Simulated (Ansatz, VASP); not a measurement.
# Al2Ru: VASP beside Ansatz

Contents of INCAR:

```
SYSTEM = Al2Ru
  PREC = Accurate
  ENCUT = 520
  EDIFF = 1E-6
  ISMEAR = 0
  SIGMA = 0.15
  LREAL = .FALSE.
  LASPH = .TRUE.
  NELM = 60
  ALGO = Fast
  ISIF = 2
  LWAVE = .FALSE.
  LCHARG = .FALSE.
  GGA = PS
  NBANDS = 17
```

Contents of KPOINTS:

```
Automatic mesh
0
G
  22 22 22
  0 0 0
```

POSCAR

```
Al2Ru
1.0
   -1.5606788820      1.5606788820      4.2115520738
    1.5606788820     -1.5606788820      4.2115520738
    1.5606788820      1.5606788820     -4.2115520738
Al Ru
2 1
Direct
    0.6661993471      0.6661993471      0.0000000000
    0.3480471821      0.3480471821      0.0000000000
   -0.0038032381     -0.0038032381      0.0000000000
```

Input for Ansatz:

```yaml
crystal:
  lattice:
    - [-1.560678882, 1.560678882, 4.2115520738]
    - [1.560678882, -1.560678882, 4.2115520738]
    - [1.560678882, 1.560678882, -4.2115520738]
  atoms:
    - { symbol: Al, position: [0.6661993471, 0.6661993471, 0.0] }
    - { symbol: Al, position: [0.3480471821, 0.3480471821, 0.0] }
    - { symbol: Ru, position: [-0.0038032381, -0.0038032381, 0.0] }
basis:
  ecutwfc: 420
kpoints:
  mp_grid: { grid: [22, 22, 22] }
hamiltonian:
  xc: pbesol
scf:
  occupations: { method: gaussian, width: 0.15 }
output:
  forces: true
  stress: true
  eigenvalues: true
```

Change from the starting cell: mode 4 (251.4 1/cm) frozen in, largest displacement -0.060 Å.

Alike in both runs: task single point; functional PBEsol; k mesh 22 × 22 × 22; occupations gaussian, width 0.15 eV; no spin polarisation.

|  | VASP | Ansatz |
| --- | --- | --- |
| version | VASP 6.6.1 | Ansatz 0.2.0 |
| potentials or method | VASP PAW PBE potentials, release 64 (Al, Ru_pv), cutoff 520 eV | scalar-relativistic, plane waves, PAW |
| valence electrons in the cell | 20 | 22 |

|  | VASP | Ansatz | Ansatz less VASP |
| --- | --- | --- | --- |
| gap on the k mesh at the Fermi level (eV) | none | none | - |
| pressure (GPa) | 0.6 | 0.5 | -0.08 |
| rms of the force components (eV/Å) | 0.311 | 0.309 | -0.0029 |

VASP's potentials were made for PBE, not for PBEsol. Atom by atom the forces differ by 0.003 eV/Å (rms over components). A gap of «none» marks a metal or a gap that the smearing closes. VASP's potentials hold 20 valence electrons a cell and Ansatz's 22, so a difference there can come from the potentials and not from the codes.
